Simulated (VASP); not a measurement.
Crystal: BeS.

```
S Be
1.0
     0.00000    2.47256    2.47256
     2.47256    0.00000    2.47256
     2.47256    2.47256    0.00000
S Be
1 1
Cartesian
  3.7088 3.7088 3.7088
  0.0000 0.0000 0.0000
```

Base run:

| Item | Value |
| --- | --- |
| Program | VASP 6.6.1 |
| Functional | r2SCAN |
| Potentials or basis | VASP PAW PBE potentials, release 64 (S, Be) |
| Cutoff | 520 eV |
| k mesh | 9 × 9 × 9 |
| Occupations | fermi-dirac, width 0.05 eV |
| Spin | no spin polarisation |

Its results: band gap on the k mesh 3.79 eV, indirect (least direct gap 6.17 eV); pressure -4.0 GPa.

**Question.** After a change of settings the same cell gave: band gap on the k mesh 3.14 eV, indirect (least direct gap 5.23 eV); pressure -5.5 GPa. Which change was it?
A. functional from r2SCAN to LDA; potentials or basis from VASP PAW PBE potentials, release 64 (S, Be) to VASP PAW LDA potentials, release 64 (S, Be)
B. functional from r2SCAN to HSE06; k mesh from 9 × 9 × 9 to 6 × 6 × 6
C. functional from r2SCAN to PBE
D. functional from r2SCAN to PBEsol

**Answer.** D.

r2SCAN gives the wider gap, since meta-GGAs in the generalised Kohn-Sham scheme recover part of the derivative discontinuity.

Caveats: the PAW data sets were made with another functional, which shifts forces and pressure a little.
